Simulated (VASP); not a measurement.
# Ni (Pm-3m) in VASP: single point with PBE

Aim: the single point of Ni with PBE.

Everything below comes from runs of VASP 6.6.1. Logs are shortened: lines on timing, memory, paths and dates and some standing lists are left out, and cuts for length are marked.

**1. The cell of the first run**

Symmetry: Pm-3m, No. 221, cubic system. Conventional cell: a = 2.217 Å, b = 2.217 Å, c = 2.217 Å, α = 90.00°, β = 90.00°, γ = 90.00°. Ni (site symmetry m-3m) has 6 Ni at 2.22 Å within 2.9 Å.

This isn't the form of Ni at room conditions, which is fcc.

**2. Single point, PBE, collinear spin, ferromagnetic start**

INCAR reads:

```
PREC = Accurate
ENCUT = 520
EDIFF = 1E-6
ISMEAR = 0
SIGMA = 0.15
LREAL = False
LASPH = True
NELM = 150
ALGO = Normal
ISIF = 2
LWAVE = False
LCHARG = False
ISPIN = 2
MAGMOM = 0.75
LORBIT = 11
LMAXMIX = 4
GGA = PE
NBANDS = 15
```

KPOINTS reads:

```
Automatic mesh
0
Gamma
  32 32 32
```

POSCAR reads:

```
Ni
1.0
   -0.7388431760      1.4776863520      1.4776863520
    1.4776863520     -0.7388431760      1.4776863520
    1.4776863520      1.4776863520     -0.7388431760
Ni
1
Direct
    0.0000000000      0.0000000000      0.0000000000
```

Potentials or basis: VASP PAW PBE potentials, release 64 (Ni).

Launch:

```sh
$ cat potpaw_PBE.64/Ni/POTCAR > POTCAR
$ mpirun -np 1 vasp_std > vasp.out
```

OUTCAR:

```text
PREC = Accurate
   ENCUT = 520
   EDIFF = 1E-6
   ISMEAR = 0
   LREAL = False
   LASPH = True
   NELM = 150
   ISIF = 2
   ISPIN = 2
   LORBIT = 11
   GGA = PE

 ion  position               nearest neighbor table
   1  0.000  0.000  0.000-

  LATTYP: Found a simple cubic cell.
 ALAT       =     2.2165295280

  Lattice vectors:

 A1 = (  -0.7388431760,   1.4776863520,   1.4776863520)
 A2 = (   1.4776863520,  -0.7388431760,   1.4776863520)
 A3 = (   1.4776863520,   1.4776863520,  -0.7388431760)

Analysis of symmetry for initial positions (statically):
=====================================================================
 Subroutine PRICEL returns:
 Original cell was already a primitive cell.

 Routine SETGRP: Setting up the symmetry group for a
 simple cubic supercell.

 Subroutine GETGRP returns: Found 48 space group operations
 (whereof 48 operations were pure point group operations)
 out of a pool of 48 trial point group operations.

The static configuration has the point symmetry O_h .

Analysis of symmetry for dynamics (positions and initial velocities):
=====================================================================
 Subroutine PRICEL returns:
 Original cell was already a primitive cell.

 Routine SETGRP: Setting up the symmetry group for a
 simple cubic supercell.

 Subroutine GETGRP returns: Found 48 space group operations
 (whereof 48 operations were pure point group operations)
 out of a pool of 48 trial point group operations.

The dynamic configuration has the point symmetry O_h .

Analysis of structural, dynamic, and magnetic symmetry:
=====================================================================
 Subroutine PRICEL returns:
 Original cell was already a primitive cell.

 Routine SETGRP: Setting up the symmetry group for a
 simple cubic supercell.

 Subroutine GETGRP returns: Found 48 space group operations
 (whereof 48 operations were pure point group operations)
 out of a pool of 48 trial point group operations.

The overall configuration has the point symmetry O_h .

 Subroutine INISYM returns: Found 48 space group operations
 (whereof 48 operations are pure point group operations),
 and found     1 'primitive' translations

----------------------------------------------------------------------------------------

                                     Primitive cell

  volume of cell :      10.8898

  direct lattice vectors                    reciprocal lattice vectors
    -0.738843176  1.477686352  1.477686352    -0.150385244  0.300770487  0.300770487
[... 116 lines left out ...]
 Gauss-broadening in eV      SIGMA  =   0.15
  energy-cutoff  :      520.00
  volume of cell :       10.89
 maximum number of plane-waves:       304
   NGX =  9   NGY =  9   NGZ =  9

 number of electron      10.0000016 magnetization       0.4098031

 Free energy of the ion-electron system (eV)
  ---------------------------------------------------
  ext. energy  EPLUGINS =         0.00000000
  ---------------------------------------------------
  free energy    TOTEN  =        -4.64643104 eV

  energy without entropy =       -4.62760086  energy(sigma->0) =       -4.63701595

 E-fermi :   9.4126     XC(G=0): -13.1451

 val. band max:        9.4121300213   @ k =   0.4062   0.1875   0.0313
 cond. band min:       9.4143147113   @ k =   0.4375   0.1562   0.0938
 fundamental gap:      0.0021846900
 Fermi energy:         9.4126160053

 spin component 1

 k-point     1 :       0.0000    0.0000    0.0000
  band No.  band energies     occupation
      1       0.4664      1.00000
      2       5.2036      1.00000
      3       5.2036      1.00000
      4       9.1799      0.98588
      5       9.1799      0.98588
      6       9.1799      0.98588
      7      30.6525      0.00000
      8      30.6525      0.00000
      9      30.6525      0.00000
     10      34.8553      0.00000
     11      34.8553      0.00000
     12      39.6720      0.00000
     13      54.1300      0.00000
     14      54.1300      0.00000
[... 403 lines left out ...]
      4       8.6161      1.00000
      5       8.6308      1.00000
      6       9.2130      0.97006
      7      21.9829      0.00000
      8      32.0294      0.00000
      9      32.7648      0.00000
     10      35.4087      0.00000
     11      38.1151      0.00000
     12      47.2521      0.00000
     13      48.0932      0.00000
     14      50.2356      0.00000
     15      50.2852      0.00000

 [... further k-points ...]

 spin component 2

 k-point     1 :       0.0000    0.0000    0.0000
  band No.  band energies     occupation
      1       0.4916      1.00000
      2       5.5002      1.00000
      3       5.5002      1.00000
      4       9.7075      0.00271
      5       9.7075      0.00271
      6       9.7075      0.00271
      7      30.7228      0.00000
      8      30.7228      0.00000
      9      30.7228      0.00000
     10      34.9211      0.00000
     11      34.9211      0.00000
     12      39.6834      0.00000
     13      54.1696      0.00000
     14      54.1696      0.00000
[... 403 lines left out ...]
      4       9.1245      0.99670
      5       9.1403      0.99488
      6       9.7415      0.00096
      7      22.0799      0.00000
      8      32.1079      0.00000
      9      32.8490      0.00000
     10      35.4461      0.00000
     11      38.1405      0.00000
     12      47.3074      0.00000
     13      48.1462      0.00000
     14      50.3079      0.00000
     15      50.3566      0.00000

 [... further k-points ...]
[... 5 lines left out ...]
  --------------------------------------------------------------------------------------
  -------------------------------------------------------------------------------------
  Total        2.0174479      2.0174479      2.0174479     -0.0000000      0.0000000      0.0000000
  in kB      296.8194365    296.8194365    296.8194365     -0.0000000      0.0000000      0.0000000
  external PRESSURE =     296.8194365 kB  Pullay stress =       0.0000000 kB

 VOLUME and BASIS-vectors are now :
 -----------------------------------------------------------------------------
  energy-cutoff  :      520.00
  volume of cell :       10.89
      direct lattice vectors                 reciprocal lattice vectors
    -0.738843176  1.477686352  1.477686352    -0.150385244  0.300770487  0.300770487
     1.477686352 -0.738843176  1.477686352     0.300770487 -0.150385244  0.300770487
     1.477686352  1.477686352 -0.738843176     0.300770487  0.300770487 -0.150385244

 POSITION                                       TOTAL-FORCE (eV/Angst)
 -----------------------------------------------------------------------------------
      0.00000      0.00000      0.00000         0.000000     -0.000000     -0.000000
 -----------------------------------------------------------------------------------
    total drift:                                0.000000      0.000000     -0.000000

  FREE ENERGIE OF THE ION-ELECTRON SYSTEM (eV)
  ---------------------------------------------------
  free  energy   TOTEN  =        -4.6464310351 eV

  energy  without entropy=       -4.6276008573  energy(sigma->0) =       -4.63701595

 total charge

# of ion       s       p       d       tot
------------------------------------------
    1        0.568   0.495   8.434   9.497

 magnetization (x)

# of ion       s       p       d       tot
------------------------------------------
    1        0.001  -0.001   0.408   0.409
```

OSZICAR:

```text
N       E                     dE             d eps       ncg     rms          rms(c)
DAV:   1     0.343935176809E+02    0.34394E+02   -0.42028E+03 61823   0.857E+02
DAV:   2    -0.389978784607E+01   -0.38293E+02   -0.35609E+02 66771   0.163E+02
DAV:   3    -0.538891173566E+01   -0.14891E+01   -0.14732E+01 70418   0.314E+01
DAV:   4    -0.539826309874E+01   -0.93514E-02   -0.93495E-02 71561   0.239E+00
DAV:   5    -0.539838339528E+01   -0.12030E-03   -0.12029E-03 72641   0.239E-01    0.933E+00
DAV:   6    -0.487055000945E+01    0.52783E+00   -0.81734E+00 83711   0.331E+01    0.519E+00
DAV:   7    -0.466203082752E+01    0.20852E+00   -0.13425E+00 82376   0.127E+01    0.216E+00
DAV:   8    -0.464801632223E+01    0.14015E-01   -0.18587E-02 79497   0.838E-01    0.835E-01
DAV:   9    -0.464665033368E+01    0.13660E-02   -0.10902E-03 95486   0.206E-01    0.224E-01
DAV:  10    -0.464642004209E+01    0.23029E-03   -0.43209E-04 90986   0.130E-01    0.392E-02
DAV:  11    -0.464643143923E+01   -0.11397E-04   -0.12766E-05 67266   0.369E-02    0.178E-02
DAV:  12    -0.464643103513E+01    0.40411E-06   -0.85323E-07 63947   0.102E-02
   1 F= -.46464310E+01 E0= -.46370159E+01  d E =-.188302E-01  mag=     0.4094
```

stdout:

```text
POSCAR found type information on POSCAR Ni
 POSCAR found :  1 types and       1 ions
 scaLAPACK will be used
 LDA part: xc-table for (Slater+PW92), standard interpolation
 POSCAR, INCAR and KPOINTS ok, starting setup
 FFT: planning ... GRIDC
 FFT: planning ... GRID_SOFT
 FFT: planning ... GRID
 WAVECAR not read
 entering main loop
```

Run time: 82 s. Hardware: 1 thread of Intel Xeon Platinum 8375C at 2.90GHz (Ice Lake), shared host; peak memory 0.32 GiB.

Results:

```
Free energy                                           : -4.6464 eV
Pressure                                              : 29.7 GPa
Net moment                                            : 0.41 μB per cell
Site moments                                          : Ni +0.41 μB
Valence electrons inside the program's atomic spheres : Ni 9.50
```

Levels at points of the mesh, in eV from the Fermi level:
Spin up:
| k point | band 1 | band 2 | band 3 | band 4 | band 5 | band 6 | band 7 | band 8 | band 9 | band 10 |
| --- | --- | --- | --- | --- | --- | --- | --- | --- | --- | --- |
| (0.00, 0.00, 0.00) | -8.95 | -4.21 | -4.21 | -0.23 | -0.23 | -0.23 | 21.24 | 21.24 | 21.24 | 25.44 |
| (0.50, 0.00, 0.00) | -4.44 | -3.68 | -1.53 | -1.53 | -1.47 | -0.12 | 4.46 | 25.90 | 28.89 | 29.62 |
| (0.50, 0.50, 0.00) | -5.03 | -3.21 | -1.26 | -1.26 | 0.71 | 5.62 | 5.62 | 12.20 | 13.28 | 33.59 |
| (0.50, 0.50, 0.50) | -3.88 | -3.88 | -3.88 | 0.78 | 0.78 | 13.22 | 13.22 | 13.22 | 14.24 | 18.56 |
Spin down:
```csv
k point,band 3,band 4,band 5,band 6,band 7,band 8
"(0.00, 0.00, 0.00)",-3.91,0.29,0.29,0.29,21.31,21.31
"(0.50, 0.00, 0.00)",-1.46,-1.04,-1.04,0.41,4.72,25.87
"(0.50, 0.50, 0.00)",-0.76,-0.76,1.10,5.65,5.65,12.36
"(0.50, 0.50, 0.50)",-3.48,1.17,1.17,13.30,13.30,13.30
```

Caveat: the cell stands under pressure.
